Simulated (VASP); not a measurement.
In2GeS2, 5 atoms in the cell. The structure is trigonal, space group P-3m1 (No. 164). Conventional cell: a = 3.796 Å, b = 3.796 Å, c = 10.177 Å, α = 90.00°, β = 90.00°, γ = 120.00°. In (site symmetry 3m) has 3 S at 2.54 Å and 3 Ge at 3.07 Å within 3.4 Å. Ge (site symmetry -3m) has 6 In at 3.07 Å and 6 Ge at 3.80 Å and 6 S at 4.08 Å within 4.1 Å. Within 3.4 Å of S (site symmetry 3m) lie 3 In at 2.54 Å. The cell was built from a structure type or drawn by symmetry, and may not be a known phase.

| Item | Value |
| --- | --- |
| Program | VASP 6.6.1 |
| Task | single point |
| Functional | PBE |
| Potentials or basis | VASP PAW PBE potentials, release 64 (In_d, Ge_d, S) |
| Cutoff | 520 eV |
| k mesh | 6 × 6 × 2 |
| Occupations | gaussian, width 0.1 eV |
| Spin | no spin polarisation |
| Dipole correction | no |
| Further INCAR settings | ALGO = Normal; EDIFF = 1e-06; NBANDS = 34 |

Potentials or basis: VASP PAW PBE potentials, release 64 (In_d, Ge_d, S).

Command:

```bash
$ cat potpaw_PBE.64/In_d/POTCAR potpaw_PBE.64/Ge_d/POTCAR potpaw_PBE.64/S/POTCAR > POTCAR
$ mpirun -np 1 vasp_std > vasp.out
```

Hardware: 1 thread of Intel Xeon 8259CL, with other jobs on the host.

Question: Estimate the wall time of this run.

Answer: Wall time 110 s on 1 thread of Intel Xeon 8259CL, with other jobs on the host, peak memory 0.27 GiB. Counts: scf iterations 15, k points 14.
